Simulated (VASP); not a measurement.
# Si5Ni in VASP: a series of runs

Si5Ni is run at these levels: PBE; tasks: single point.

Everything below comes from runs of VASP 6.6.1. Logs are shortened: lines on timing, memory, paths and dates and some standing lists are left out, and cuts for length are marked.

## Step 1: The cell of the first run

The cell holds an amorphous packing of atoms, 24 atoms: a = 7.162 Å, b = 7.140 Å, c = 7.068 Å, α = 93.57°, β = 90.43°, γ = 90.80°.

## Step 2: Single point, PBE

Input file INCAR:

```
SYSTEM = Si5Ni
PREC     = Accurate       ! precision mode
ENCUT    = 520            ! plane-wave cutoff, eV
EDIFF    = 1E-6           ! SCF threshold, eV
ISMEAR   = -1             ! smearing method
SIGMA    = 0.212          ! smearing width, eV
LREAL    = Auto         
LASPH    = .True.         ! aspherical terms in the spheres
NELM     = 80             ! most SCF steps
ALGO     = Normal         ! electronic algorithm
ISIF     = 2              ! what is computed and relaxed
LWAVE    = .False.        ! write WAVECAR
LCHARG   = .False.        ! write CHGCAR
GGA      = PE             ! functional
ISYM     = 0            
NBANDS   = 78             ! bands
```

Input file KPOINTS:

```
Automatic mesh
0
Gamma
  1 1 1
  0.25 0.25 0.25
```

Input file POSCAR:

```
Si5Ni
1.0
    7.1614510000     -0.0505580000     -0.0272950000
   -0.0505580000      7.1365650000     -0.2213880000
   -0.0272950000     -0.2213880000      7.0643700000
Si Ni
20 4
Direct
    0.9019510572      0.5684614273      0.7274969024
    0.3933761752      0.4863597730      0.1605724814
    0.5737781206      0.9995391311      0.6553286766
    0.3769469439      0.8641196833      0.3406083621
    0.6671586033      0.5832591445      0.0121352179
    0.3780862439      0.2153528842      0.7820955596
    0.7903321813     -0.0289031166      0.2525178202
    0.2613248228      0.8601196997      0.6721370824
    0.6918264863      0.8733224316      0.9526303847
    0.6866756938      0.2764996101      0.4065237960
    1.0157267610      0.2349403125      0.6922628950
    1.0206196741      0.3740922059      0.1824301869
    0.2610858711      0.4891208599      0.7355449711
    0.7006144260      0.2951892350      0.7423595629
    0.3452292244      0.8549691283      0.0037972158
    0.2061785021      0.1705120234      0.3610365762
    0.0077934126     -0.0353110144      0.5176551181
    0.4465838527      0.5759006003      0.5018866493
    0.7740890322      0.6764817917      0.3926765884
    0.0424755483      0.6156151936      0.0122471199
    0.0736470041      0.6522151654      0.4893466517
    0.5128541254      0.1142617199      0.1838008948
    0.0812544083      0.8705953346      0.2053821075
    0.1975373674      0.1652382083      0.0599766913
```

Potentials or basis: VASP PAW PBE potentials, release 64 (Si, Ni).

Launch:

```
> cat potpaw_PBE.64/Si/POTCAR potpaw_PBE.64/Ni/POTCAR > POTCAR
> mpirun -np 1 vasp_std > vasp.out
```

OUTCAR:

```text
SYSTEM = Si5Ni
   PREC = Accurate
   ENCUT = 520
   EDIFF = 1E-6
   ISMEAR = -1
   LREAL = Auto
   LASPH = .True.
   NELM = 80
   ISIF = 2
   GGA = PE
   ISYM = 0

 ion  position               nearest neighbor table
   1  0.902  0.568  0.727-  21 2.20  20 2.25  14 2.42  11 2.53   5 2.63  13 2.64  19 2.69   9 3.04

   2  0.393  0.486  0.161-   5 2.35  18 2.48  24 2.72  12 2.78  22 2.82  20 2.90   4 2.91  15 2.94
                            16 3.04  13 3.14
   3  0.574  1.000  0.655-   6 2.25  14 2.33   8 2.44   9 2.48   4 2.74  10 2.84
   4  0.377  0.864  0.341-  23 2.32  22 2.36  15 2.39  18 2.47   8 2.49  16 2.52   3 2.74  21 2.87
                             2 2.91  17 3.01   7 3.12
   5  0.667  0.583  0.012-   9 2.14   2 2.35   1 2.63  20 2.69  14 2.73  19 2.83  15 3.04
   6  0.378  0.215  0.782-  13 2.18   3 2.25  14 2.39  24 2.40  11 2.67   8 2.72  15 3.10
   7  0.790  0.971  0.253-  23 2.23   9 2.29  22 2.31  19 2.38  17 2.43  10 2.50   4 3.12
   8  0.261  0.860  0.672-  17 2.27  21 2.31  15 2.42   3 2.44   4 2.49  18 2.67  13 2.71   6 2.72

   9  0.692  0.873  0.953-   5 2.14   7 2.29   3 2.48  15 2.51  22 2.65   1 3.04
  10  0.687  0.276  0.407-  22 2.25  14 2.37   7 2.50  18 2.81   3 2.84  19 2.92  12 2.98  11 3.12

  11  0.016  0.235  0.692-  17 2.22  14 2.33  13 2.51   1 2.53   6 2.67  16 2.74  24 2.97  10 3.12

  12  0.021  0.374  0.182-  24 2.12  20 2.17  16 2.39   2 2.78  21 2.87  10 2.98  19 3.12
  13  0.261  0.489  0.736-   6 2.18  18 2.24  11 2.51  21 2.54  20 2.64   1 2.64   8 2.71   2 3.14

  14  0.701  0.295  0.742-  11 2.33   3 2.33  10 2.37   6 2.39   1 2.42   5 2.73
  15  0.345  0.855  0.004-  23 2.38   4 2.39   8 2.42  22 2.47  24 2.48   9 2.51  20 2.75   2 2.94
                             5 3.04   6 3.10
  16  0.206  0.171  0.361-  24 2.13  17 2.36  12 2.39  23 2.50   4 2.52  22 2.56  11 2.74   2 3.04

  17  0.008  0.965  0.518-  11 2.22   8 2.27  21 2.28  23 2.33  16 2.36   7 2.43  19 2.73   4 3.01

  18  0.447  0.576  0.502-  13 2.24   4 2.47   2 2.48  19 2.58   8 2.67  21 2.74  10 2.81
  19  0.774  0.676  0.393-  21 2.26   7 2.38  18 2.58   1 2.69  17 2.73   5 2.83  10 2.92  23 2.95
                            12 3.12
  20  0.042  0.616  0.012-  12 2.17  23 2.22   1 2.25  13 2.64   5 2.69  15 2.75   2 2.90
  21  0.074  0.652  0.489-   1 2.20  19 2.26  17 2.28   8 2.31  13 2.54  23 2.62  18 2.74  12 2.87
                             4 2.87
  22  0.513  0.114  0.184-  10 2.25   7 2.31   4 2.36  24 2.46  15 2.47  16 2.56   9 2.65   2 2.82

  23  0.081  0.871  0.205-  20 2.22   7 2.23   4 2.32  17 2.33  15 2.38  16 2.50  24 2.53  21 2.62
                            19 2.95
  24  0.198  0.165  0.060-  12 2.12  16 2.13   6 2.40  22 2.46  15 2.48  23 2.53   2 2.72  11 2.97

IMPORTANT INFORMATION: All symmetrisations will be switched off!
NOSYMM: (Re-)initialisation of all symmetry stuff for point group C_1.

----------------------------------------------------------------------------------------

                                     Primitive cell

  volume of cell :     360.6720

  direct lattice vectors                    reciprocal lattice vectors
     7.161451000 -0.050558000 -0.027295000     0.139645793  0.001007018  0.000571116
    -0.050558000  7.136565000 -0.221388000     0.001007018  0.140267054  0.004399675
    -0.027295000 -0.221388000  7.064370000     0.000571116  0.004399675  0.141695526

  length of vectors
     7.161681475  7.140177082  7.067890857     0.139650591  0.140339651  0.141764965

  position of ions in fractional coordinates (direct lattice)
     0.901951057  0.568461427  0.727496902
     0.393376175  0.486359773  0.160572481
     0.573778121  0.999539131  0.655328677
     0.376946944  0.864119683  0.340608362
     0.667158603  0.583259144  0.012135218
     0.378086244  0.215352884  0.782095560
[... 16 lines left out ...]
     0.081254408  0.870595335  0.205382108
     0.197537367  0.165238208  0.059976691

  ion indices of the primitive-cell ions
   primitive index   ion index
                 1           1
                 2           2
                 3           3
                 4           4
                 5           5
                 6           6
[... 16 lines left out ...]
                23          23
                24          24

----------------------------------------------------------------------------------------

 KPOINTS: Automatic mesh

Automatic generation of k-mesh.
 Grid dimensions read from file:
 generate k-points for:    1    1    1

 Generating k-lattice:

  Cartesian coordinates                     Fractional coordinates (reciprocal lattice)
     0.139645793  0.001007018  0.000571116     1.000000000 -0.000000000  0.000000000
     0.001007018  0.140267054  0.004399675    -0.000000000  1.000000000  0.000000000
     0.000571116  0.004399675  0.141695526    -0.000000000  0.000000000  1.000000000

  Length of vectors
     0.139650591  0.140339651  0.141764965

  Shift w.r.t. Gamma in fractional coordinates (k-lattice)
     0.250000000  0.250000000  0.250000000

 Subroutine IBZKPT returns following result:
 ===========================================

 Found      1 irreducible k-points:

 Following reciprocal coordinates:
            Coordinates               Weight
  0.250000  0.250000  0.250000      2.000000
   k-points           NKPTS =      1   k-points in BZ     NKDIM =      1   number of bands    NBANDS=     78
   number of dos      NEDOS =    301   number of ions     NIONS =     24
   total plane-waves  NPLWV = 157464
   dimension x,y,z NGX =    54 NGY =   54 NGZ =   54
   dimension x,y,z NGXF=   108 NGYF=  108 NGZF=  108
   ions per type =              20   4
   NGX,Y,Z   is equivalent  to a cutoff of  12.54, 12.57, 12.70 a.u.
   NGXF,Y,Z  is equivalent  to a cutoff of  25.07, 25.15, 25.40 a.u.
 SYSTEM =  Si5Ni
   PREC   = accura    normal or accurate (medium, high low for compatibility)
   ISTART =      0    job   : 0-new  1-cont  2-samecut
   ICHARG =      2    charge: 1-file 2-atom 10-const
   ISPIN  =      1    spin polarized calculation?
   LNONCOLLINEAR =      F non collinear calculations
   LSORBIT =      F    spin-orbit coupling
   LASPH  =      T    aspherical Exc in radial PAW
   ENCUT  =  520.0 eV  38.22 Ry    6.18 a.u.  13.32 13.28 13.14*2*pi/ulx,y,z
   NELM   =     80;   NELMIN=  2; NELMDL= -5     # of ELM steps
   EDIFF  = 0.1E-05   stopping-criterion for ELM
   LREAL  =      T    real-space projection
   EDIFFG = 0.1E-04   stopping-criterion for IOM
   NSW    =      0    number of steps for IOM
   IBRION =     -1    ionic relax: 0-MD 1-quasi-New 2-CG
   NFREE  =      0    steps in history (QN), initial steepest desc. (CG)
   ISIF   =      2    stress and relaxation
   ISYM   =      0    0-nonsym 1-usesym 2-fastsym
   POTIM  = 0.5000    time-step for ionic-motion
   TEBEG  =    0.0;   TEEND  =   0.0 temperature during run
   PSTRESS=    0.0 pullay stress
   NELECT =     120.0000    total number of electrons
   NUPDOWN=      -1.0000    fix difference up-down
   EMIN   =  10.00;   EMAX   =-10.00  energy-range for DOS
   EFERMI =   0.00;   METHOD = LEGACY
   ISMEAR =    -1;   SIGMA  =   0.21  broadening in eV -4-tet -1-fermi 0-gaus
   EFERMI_NEDOS =   21; number of points for ismear=-14 and -15
   IALGO  =     38    algorithm
   IMIX   =      4    mixing-type and parameters
     AMIX     =   0.40;   BMIX     =  1.00
     AMIX_MAG =   1.60;   BMIX_MAG =  1.00
  volume/ion in A,a.u.               =      15.03       101.41
  Fermi-wavevector in a.u.,A,eV,Ry     =   1.134395  2.143696 17.508696  1.286853
  Thomas-Fermi vector in A             =   2.271099
   LORBIT       =      0    0 simple, 1 ext, 2 COOP (PROOUT), +10 PAW based schemes
   GGA     = PE    functional components
   LHFCALC =     F    Hartree Fock is set to
   AEXX    =    0.0000 exact exchange contribution
   IVDW    =     0    specifies the selected vdW correction
   LEPSILON=     F    determine dielectric tensor
   LRPA    =     F    only Hartree local field effects (RPA)
 non-spin polarized calculation
  energy-cutoff  :      520.00
  volume of cell :      360.67
 maximum number of plane-waves:      9714
 NGX is ok and might be reduce to    54
   NGX = 27   NGY = 27   NGZ = 27

 number of electron     120.0000003 magnetization

 Free energy of the ion-electron system (eV)
  ---------------------------------------------------
  ext. energy  EPLUGINS =         0.00000000
  ---------------------------------------------------
  free energy    TOTEN  =      -119.98548684 eV

  energy without entropy =     -118.46295460  energy(sigma->0) =     -119.22422072

 E-fermi :   8.8011     XC(G=0): -10.9059

 val. band max:        8.6561576416   @ k =   0.2500   0.2500   0.2500
 cond. band min:       8.9844070049   @ k =   0.2500   0.2500   0.2500
 fundamental gap:      0.3282493633
 Fermi energy:         8.8011306295

 k-point     1 :       0.2500    0.2500    0.2500
  band No.  band energies     occupation
      1      -4.5160      2.00000
      2      -3.6140      2.00000
      3      -3.2808      2.00000
      4      -2.4724      2.00000
      5      -2.3402      2.00000
      6      -1.7076      2.00000
[... 64 lines left out ...]
     71      10.7499      0.00020
     72      11.0093      0.00006
 [bands above 72 left out]

------------------------ aborting loop because EDIFF is reached ----------------------------------------

  FORCE on cell =-STRESS in cart. coord.  units (eV):
  Direction    XX          YY          ZZ          XY          YZ          ZX
  --------------------------------------------------------------------------------------
  -------------------------------------------------------------------------------------
  Total       12.6941366     31.0987370     21.2240978      2.8084725      4.2404199      6.8256724
  in kB       56.3899043    138.1468360     94.2817055     12.4757990     18.8367970     30.3210078
  external PRESSURE =      96.2728153 kB  Pullay stress =       0.0000000 kB

 VOLUME and BASIS-vectors are now :
 -----------------------------------------------------------------------------
  energy-cutoff  :      520.00
  volume of cell :      360.67
      direct lattice vectors                 reciprocal lattice vectors
     7.161451000 -0.050558000 -0.027295000     0.139645793  0.001007018  0.000571116
    -0.050558000  7.136565000 -0.221388000     0.001007018  0.140267054  0.004399675
    -0.027295000 -0.221388000  7.064370000     0.000571116  0.004399675  0.141695526

 POSITION                                       TOTAL-FORCE (eV/Angst)
 -----------------------------------------------------------------------------------
      6.41068      3.85020      4.98884        -0.684555     -0.143895     -0.806535
      2.78817      3.41550      1.01593        -0.559552     -0.804098      0.375049
      4.04066      6.95918      4.39254         1.169889     -2.175468     -0.940763
      2.64650      6.07238      2.20459         0.747898     -0.529310      0.654573
      4.74800      4.12605     -0.06161        -0.145730     -2.751828      0.331117
      2.67541      1.34462      5.46702        -1.194701     -0.851947      1.653380
[... 16 lines left out ...]
      0.53228      6.16348      1.25594         0.733378      0.286728     -0.078113
      1.40466      1.15597      0.38172         0.776865     -0.788855     -2.878502
 -----------------------------------------------------------------------------------
    total drift:                                0.000525     -0.001002      0.003642

  FREE ENERGIE OF THE ION-ELECTRON SYSTEM (eV)
  ---------------------------------------------------
  free  energy   TOTEN  =      -119.9854868373 eV

  energy  without entropy=     -118.4629545969  energy(sigma->0) =     -119.22422072
```

It took 48 s on 1 thread of AMD EPYC 9R45 (Zen 5), shared host; peak memory 0.34 GiB.

Results:

```yaml
Free_energy: -119.9855 eV
Pressure: 9.6 GPa
Largest_force: 3.084 eV/Å
Band_gap_on_the_k_mesh: 0.33 eV
```

Forces on the atoms (eV/Å):
```
Si  -0.685 -0.144 -0.807
Si  -0.560 -0.804  0.375
Si   1.170 -2.175 -0.941
Si   0.748 -0.529  0.655
Si  -0.146 -2.752  0.331
Si  -1.195 -0.852  1.653
Si  -0.527  0.585  0.498
Si   0.903  0.105  1.387
Si  -0.536  2.327 -1.633
Si  -0.041  0.434 -0.698
Si   0.762  0.639  1.512
Si  -1.176 -0.204  1.851
Si  -1.468  1.811  0.513
Si   0.314  1.637  0.801
Si  -0.484 -0.371 -0.577
Si   1.433  0.728  1.266
Si  -1.404 -0.945 -0.636
Si   1.261  0.298 -2.119
Si  -1.213 -0.092 -0.068
Si   0.888  1.365  0.226
Ni   0.863 -0.404 -0.612
Ni  -0.418 -0.153 -0.022
Ni   0.733  0.287 -0.078
Ni   0.777 -0.789 -2.879
```

Caveat: the k points lie up to 0.89 Å⁻¹ apart.

## Step 3: Single point, PBE

Input file INCAR:

```
SYSTEM = Si5Ni
ALGO = Normal
EDIFF = 1E-6
ENCUT = 520
GGA = PE
ISIF = 2
ISMEAR = -1
ISYM = 0
LASPH = .TRUE.
LCHARG = .FALSE.
LREAL = Auto
LWAVE = .FALSE.
NBANDS = 78
NELM = 100
PREC = Accurate
SIGMA = 0.212
```

KPOINTS is that of step 2.

Input file POSCAR:

```
Si5Ni
1.0
    7.1614510000     -0.0505580000     -0.0272950000
   -0.0505580000      7.1365650000     -0.2213880000
   -0.0272950000     -0.2213880000      7.0643700000
Si Ni
20 4
Direct
    0.8938565491      0.5464653126      0.6354527972
    0.3837215983      0.3747879902      0.0285727170
    0.7303518788      0.9694609181      0.5846194308
    0.3990883153      0.8092468076      0.3151315188
    0.6903376638      0.5043085864      0.0857856590
    0.3493787005      0.2667394411      0.7174439055
    0.8486779855     -0.0536510724      0.2390290942
    0.3680468908      0.9318144082      0.7445723211
    0.7369857616      0.8170862421      0.8762107754
    0.6459761044      0.2471650987      0.4551399919
    0.9918938374      0.1678414704      0.7794975107
    0.9788442760      0.3689002315      0.0939168870
    0.2089701290      0.5838928226      0.7668029426
    0.6852836023      0.3119597107      0.8035493543
    0.4394921257      0.6953947813     -0.0116301953
    0.3054551343      0.1735830847      0.3352248834
    0.0847601653     -0.0030232277      0.5136332359
    0.3988686563      0.4812891465      0.4642359845
    0.7371193489      0.6613307186      0.3953302782
   -0.0038309431      0.6727478913     -0.0072870271
    0.1311424720      0.6684337846      0.4257450774
    0.5385128388      0.0090855503      0.1340157919
    0.1466161572      0.9363262466      0.1728390901
    0.2386561366      0.1348570412     -0.0554634242
```

Potentials or basis: VASP PAW PBE potentials, release 64 (Si, Ni).

Launch:

```
> cat potpaw_PBE.64/Si/POTCAR potpaw_PBE.64/Ni/POTCAR > POTCAR
> mpirun -np 1 vasp_std > vasp.out
```

Wall time 62 s (1 thread of AMD EPYC 9R45 (Zen 5), shared host); peak memory 0.34 GiB.

Results (log left out):

| Item | Value |
| --- | --- |
| Free energy | -120.5589 eV |
| Pressure | 7.8 GPa |
| Largest force | 3.322 eV/Å |
| Band gap on the k mesh | 0.17 eV |

Forces on the atoms (eV/Å):
```
Si   0.319 -1.337  0.608
Si   1.275  1.742  2.427
Si  -0.450 -0.832  0.463
Si   0.540 -0.773  1.089
Si  -0.317  0.239  0.884
Si   0.713  1.327 -2.859
Si  -1.233 -0.355 -0.037
Si   0.342 -1.757 -1.061
Si  -0.840  0.758  0.240
Si  -0.315  0.391 -0.746
Si  -2.125  1.000  0.097
Si   1.273 -1.514  0.585
Si   0.185  0.471 -1.420
Si   1.268 -0.473 -0.532
Si   0.282  1.235  0.048
Si   0.417  0.619 -0.368
Si   0.717 -1.077 -1.203
Si  -0.328  0.085 -0.927
Si  -1.088  0.918 -1.244
Si   0.698  1.513  1.201
Ni   0.011  0.000  0.325
Ni   0.238  0.567 -0.453
Ni  -0.305 -0.983  0.374
Ni  -1.277 -1.764  2.509
```

Stress tensor (GPa, compression positive):
```
5.23 1.79 4.55
1.79 9.35 1.44
4.55 1.44 8.93
```

Levels at points of the mesh, in eV from the valence-band top:
```tsv
k point	band 57	band 58	band 59	band 60	band 61	band 62	band 63	band 64
(0.25, 0.25, 0.25)	-0.60	-0.39	-0.11	0.00	0.17	0.35	0.56	0.72
```

Caveat: the k points lie up to 0.89 Å⁻¹ apart. Spin polarisation is off, so any magnetic state and its effect on volume and gap are missing.

## Step 4: Single point, PBE

Input file INCAR:

```
SYSTEM = Si5Ni
PREC = Accurate
ENCUT = 520
EDIFF = 1E-6
ISMEAR = -1
SIGMA = 0.212
LREAL = Auto
LASPH = .TRUE.
NELM = 60
ALGO = Normal
ISIF = 2
LWAVE = .FALSE.
LCHARG = .FALSE.
GGA = PE
ISYM = 0
NBANDS = 78
```

KPOINTS is that of step 3.

Input file POSCAR:

```
Si5Ni
1.0
    7.1614510000     -0.0505580000     -0.0272950000
   -0.0505580000      7.1365650000     -0.2213880000
   -0.0272950000     -0.2213880000      7.0643700000
Si Ni
20 4
Direct
    0.8857850426      0.4030879164      0.6376208113
    0.4612502819      0.3673989901      0.0572022069
    0.7293173086      1.0435393956      0.6022679752
    0.4454456122      0.7729678274      0.3525633906
    0.8402537381      0.4461003917      0.0956596270
    0.3140180680      0.4111726900      0.7206059171
    0.7504224496     -0.0864144028      0.2624854968
    0.4778793680      0.9306696273      0.7789295868
    0.8175229880      0.7151995161      0.9099748287
    0.7677570800      0.2703575384      0.3481213249
    1.0250586214      0.1570127592      0.7100874835
    0.9535389948      0.1209577346      0.0764391500
    0.0932309039      0.6502252881      0.7525722483
    0.6055454951      0.3074067685      0.7678519859
    0.3916108935      0.6563351065     -0.0613579504
    0.3993259682      0.1237432000      0.3078272885
    0.1957579717     -0.0920835989      0.5692868593
    0.4530372446      0.4654433437      0.4031926729
    0.7810125507      0.6894580440      0.5009156478
    0.1105264792      0.6364505834      0.0702068751
    0.1640777132      0.5733005856      0.3652160591
    0.4898138542     -0.0706138854      0.0760583608
    0.0961657926      0.9359404600      0.2692556919
    0.2874474370      0.1160808175     -0.0818493683
```

Launch:

```
> cat potpaw_PBE.64/Si/POTCAR potpaw_PBE.64/Ni/POTCAR > POTCAR
> mpirun -np 1 vasp_std > vasp.out
```

Run time: 54 s. Hardware: 1 thread of AMD EPYC 9R45 (Zen 5), shared host; peak memory 0.34 GiB.

It converged, with:

```yaml
Free_energy: -120.4133 eV
Pressure: 9.6 GPa
Largest_force: 3.393 eV/Å
Band_gap_on_the_k_mesh: 0.25 eV
```

Forces on the atoms (eV/Å):
```
Si  -0.798  2.453 -0.602
Si   0.004 -0.750  0.770
Si  -0.195 -1.296 -0.199
Si  -0.713  0.555 -0.157
Si   0.015  0.067 -0.127
Si  -0.491 -1.248 -0.993
Si   1.177  0.253 -0.612
Si   0.822 -0.782 -3.083
Si  -1.329  0.550  0.550
Si  -0.469  0.049 -0.031
Si   1.674 -2.472  1.612
Si   0.448  0.485 -1.096
Si   0.390  0.831 -2.316
Si   0.747 -0.112  0.199
Si   1.481  0.630 -0.155
Si  -0.907  1.223  0.064
Si   0.243 -0.573  0.508
Si   0.465 -2.179  0.140
Si  -0.406  0.165 -0.075
Si  -1.120  0.902  2.635
Ni  -0.522  0.780  1.026
Ni   1.169 -1.058  2.196
Ni   0.638 -0.719 -0.499
Ni  -2.323  2.246  0.245
```

Stress tensor (GPa, compression positive):
```
 6.17 -1.85  1.32
-1.85 12.19  2.34
 1.32  2.34 10.44
```

Levels at points of the mesh, in eV from the valence-band top:
| k point | band 57 | band 58 | band 59 | band 60 | band 61 | band 62 | band 63 | band 64 |
| --- | --- | --- | --- | --- | --- | --- | --- | --- |
| (0.25, 0.25, 0.25) | -0.57 | -0.35 | -0.22 | 0.00 | 0.25 | 0.58 | 0.71 | 0.98 |

Caveat: the k points lie up to 0.89 Å⁻¹ apart.
